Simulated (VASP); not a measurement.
CdS, 4 atoms in the cell. It takes space group Pmmn (No. 59, orthorhombic). Conventional cell: a = 4.049 Å, b = 5.724 Å, c = 4.048 Å, α = 90.00°, β = 90.00°, γ = 90.00°. Within 3.8 Å of Cd (site symmetry mm2) lie 6 S at 2.86 to 2.87 Å. S (site symmetry mm2) has 6 Cd at 2.86 to 2.87 Å within 3.8 Å. 

| Item | Value |
| --- | --- |
| Program | VASP 6.6.1 |
| Task | single point |
| Functional | PBEsol |
| Potentials or basis | VASP PAW PBE potentials, release 64 (Cd, S) |
| Cutoff | 500 eV |
| k mesh | 6 × 4 × 6 |
| Occupations | gaussian, width 0.01 eV |
| Spin | no spin polarisation |
| Dipole correction | no |
| Further INCAR settings | ALGO = Normal; EDIFF = 1e-06; NBANDS = 26 |

Potentials or basis: VASP PAW PBE potentials, release 64 (Cd, S).

Run with:

```sh
$ cat potpaw_PBE.64/Cd/POTCAR potpaw_PBE.64/S/POTCAR > POTCAR
$ mpirun -np 1 vasp_std > vasp.out
```

Hardware: 1 thread of Intel(R) Xeon(R) Platinum 8488C (Sapphire Rapids), with other jobs on the host.

**Question.** Estimate the wall time of this run.

**Answer.** Run time: 50 s on 1 thread of Intel(R) Xeon(R) Platinum 8488C (Sapphire Rapids), on a shared host, peak memory 0.24 GiB. Counts: scf iterations 13, k points 48.
